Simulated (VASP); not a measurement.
A run of VASP 6.6.1:

The input INCAR:

```
ALGO = Normal ; EDIFF = 1E-6
EDIFFG = -0.04 ; ENCUT = 600
GGA = PE ; IBRION = 2
ISIF = 3 ; ISMEAR = 0
LASPH = True ; LCHARG = False
LREAL = False ; LWAVE = False
NELM = 80 ; NSW = 90
PREC = Accurate ; SIGMA = 0.1
```

KPOINTS

```
k-points
0
Gamma
  6 6 6
```

The input POSCAR:

```
Na2Al2O
1.0
   -1.8957647300      1.8957647300      4.5754706100
    1.8957647300     -1.8957647300      4.5754706100
    1.8957647300      1.8957647300     -4.5754706100
Na Al O
2 2 1
Direct
    0.6250064400      0.6250064400      0.0000000000
    0.3749935600      0.3749935600      0.0000000000
    0.2500000000      0.7500000000      0.5000000000
    0.7500000000      0.2500000000      0.5000000000
    0.0000000000      0.0000000000      0.0000000000
```

Potentials or basis: VASP PAW PBE potentials, release 64 (Na_pv, Al, O).

Run with:

```console
$ cat potpaw_PBE.64/Na_pv/POTCAR potpaw_PBE.64/Al/POTCAR potpaw_PBE.64/O/POTCAR > POTCAR
$ mpirun -np 1 vasp_std > vasp.out
```

Hardware: 1 thread of Intel(R) Xeon(R) 6975P-C (Granite Rapids) (shared host).

**Question.** How long does it take, and how much memory?

**Answer.** Run time: 5.4 min on 1 thread of Intel(R) Xeon(R) 6975P-C (Granite Rapids) (shared host), peak memory 0.29 GiB. Counts: scf iterations 162, k points 30, ion steps 15.
